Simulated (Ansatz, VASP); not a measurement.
## One calculation of Cu, two programs

```
CELL_PARAMETERS angstrom
0.00000 1.75924 1.75924
1.75924 0.00000 1.75924
1.75924 1.75924 0.00000
ATOMIC_POSITIONS crystal
Cu 0.00000 0.00000 0.00000
```

Alike in both runs: functional LDA; k mesh 18 × 18 × 18; occupations fermi-dirac, width 0.15 eV; no spin polarisation.

Ansatz relaxed the structure, and its values are those at the end. VASP's run is a single point on that final structure, the one shown.

|  | VASP | Ansatz |
| --- | --- | --- |
| version | VASP 6.6.1 | Ansatz 0.2.0 |
| potentials or method | VASP PAW LDA potentials, release 64 (Cu), cutoff 520 eV | scalar-relativistic, plane waves, PAW |
| valence electrons in the cell | 11 | 19 |

Ansatz gave:

```
gap on the k mesh at the Fermi level (eV) : none
pressure (GPa)                            : 0.0
```

Task: What did VASP give for the same quantities?

Result: gap on the k mesh at the Fermi level (eV): none; pressure (GPa): 0.9.

Ansatz warns that its potentials were made for another functional, while VASP's fit it. LDA's correlation is that of Perdew and Zunger in VASP and of Perdew and Wang (1992) in Ansatz. A gap of «none» marks a metal or a gap that the smearing closes. VASP's potentials hold 11 valence electrons a cell and Ansatz's 19, so a difference there can come from the potentials and not from the codes.
